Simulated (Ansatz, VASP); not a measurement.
# One calculation of Si4C, two programs

```
Si C
1.0
     2.87082    0.00000    0.00000
    -1.43541    2.48621    0.00000
     0.00000    0.00000   21.96992
Si C
8 2
Direct
  0.33333 0.66667 0.85613
  0.33333 0.66667 0.05159
  0.33333 0.66667 0.24065
  0.33333 0.66667 0.35098
  0.66667 0.33333 0.75935
  0.66667 0.33333 0.94841
  0.66667 0.33333 0.14387
  0.66667 0.33333 0.64902
  0.33333 0.66667 0.70836
  0.66667 0.33333 0.29164
```

Alike in both runs: functional PBE; k mesh 12 × 12 × 2; occupations gaussian, width 0.1 eV; no spin polarisation.

Ansatz relaxed the structure, and its values are those at the end. VASP's run is a single point on that final structure, the one shown.

|  | VASP | Ansatz |
| --- | --- | --- |
| version | VASP 6.6.1 | Ansatz 0.2.0 |
| potentials or method | VASP PAW PBE potentials, release 64 (Si, C), cutoff 520 eV | scalar-relativistic, plane waves, PAW |
| valence electrons in the cell | 40 | 40 |

```tsv
	VASP	Ansatz	Ansatz less VASP
gap on the k mesh at the Fermi level (eV)	none	none	-
rms of the force components (eV/Å)	0.009	0.001	-0.0081
```

A gap of «none» marks a metal or a gap that the smearing closes. With one functional, cell and mesh, what is left measures potentials, basis and numerics. Ansatz's warnings: xc potential rough in thin density.
